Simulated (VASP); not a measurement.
Input of a VASP 6.6.1 run:

Contents of INCAR:

```
SYSTEM = Li
PREC = Accurate
ENCUT = 520
EDIFF = 1E-7
ISMEAR = -1
SIGMA = 0.1
LREAL = .False.
LASPH = .True.
NELM = 60
ALGO = Normal
ISIF = 2
LWAVE = .False.
LCHARG = .False.
GGA = PS
NBANDS = 10
```

Contents of KPOINTS:

```
Automatic mesh
0
Gamma
  14 14 8
  0 0 0
```

The input POSCAR:

```
Li
1.0
    2.4267844211      0.0000000000      0.0000000000
   -1.2133922106      2.1016569582      0.0000000000
    0.0000000000      0.0000000000      3.9672377059
Li
2
Direct
    0.3333333333      0.6666666667      0.2500000000
    0.6666666667      0.3333333333      0.7500000000
```

Potentials or basis: VASP PAW PBE potentials, release 64 (Li_sv).

Command:

```console
$ cat potpaw_PBE.64/Li_sv/POTCAR > POTCAR
$ mpirun -np 1 vasp_std > vasp.out
```

(1) Predict the band gap on the k mesh.

Answers

(1) zero (band 3 reaches 5.91 eV, above the bottom of band 4 at 0.38 eV).
